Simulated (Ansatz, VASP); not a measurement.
## Ti: VASP beside Ansatz

The input INCAR:

```
SYSTEM = Ti
ALGO     = Normal         ! electronic algorithm
EDIFF    = 1E-6           ! SCF threshold, eV
ENCUT    = 520            ! plane-wave cutoff, eV
GGA      = PS             ! functional
ISIF     = 2              ! what is computed and relaxed
ISMEAR   = -1             ! smearing method
ISPIN    = 2              ! spin polarisation
LASPH    = .True.         ! aspherical terms in the spheres
LCHARG   = .False.        ! write CHGCAR
LMAXMIX  = 4              ! l up to which the mixer works
LORBIT   = 11             ! projections on sites
LREAL    = .False.        ! projectors in reciprocal space
LWAVE    = .False.        ! write WAVECAR
MAGMOM   = 1 1            ! initial moments
NBANDS   = 23             ! bands
NELM     = 150            ! most SCF steps
PREC     = Accurate       ! precision mode
SIGMA    = 0.05           ! smearing width, eV
```

KPOINTS

```
k-points
0
Gamma
  20 20 11
  0 0 0
```

Contents of POSCAR:

```
Ti
1.0
    2.8614710575      0.0000000000      0.0000000000
   -1.4307355287      2.4781066280      0.0000000000
    0.0000000000      0.0000000000      4.5306550183
Ti
2
Direct
    0.3333333333      0.6666666667      0.2500000000
    0.6666666667      0.3333333333      0.7500000000
```

Input for Ansatz:

```yaml
crystal:
  lattice:
    - [2.8614710575, 0.0, 0.0]
    - [-1.4307355287, 2.478106628, 0.0]
    - [0.0, 0.0, 4.5306550183]
  atoms:
    - { symbol: Ti, position: [0.3333333333, 0.6666666667, 0.25], spin: 1.0 }
    - { symbol: Ti, position: [0.6666666667, 0.3333333333, 0.75], spin: 1.0 }
hamiltonian:
  xc: pbesol
  pseudopotentials:
    kind: paw
    azcp:
      Ti: "pseudopotentials/Ti.paw.azcp"
basis:
  ecutwfc: 420
  fft_grid_basis: typed
kpoints:
  mp_grid: { grid: [20, 20, 11], shift: [0, 0, 0] }
magnetization:
  spin_polarized: true
scf:
  occupations: { method: fermi_dirac, width: 0.05 }
output:
  stress: true
```

Alike in both runs: task single point; functional PBEsol; k mesh 20 × 20 × 11; occupations fermi-dirac, width 0.05 eV; collinear spin.

|  | VASP | Ansatz |
| --- | --- | --- |
| version | VASP 6.6.1 | Ansatz 0.2.0 |
| potentials or method | VASP PAW PBE potentials, release 64 (Ti_sv), cutoff 520 eV | plane waves (420 eV) with PAW, scalar-relativistic |
| valence electrons in the cell | 24 | 24 |

|  | VASP | Ansatz | Ansatz less VASP |
| --- | --- | --- | --- |
| pressure (GPa) | 4.9 | 5.2 | +0.32 |
| net moment per atom (μB) | 0.00 | 0.00 | 0.000 |

VASP's potentials were made for PBE, not for PBEsol, and Ansatz warns of the same on its side. The functional is the same, so the differences come from potentials, cutoffs and numerics. Ansatz's warnings: seeded moment not kept.
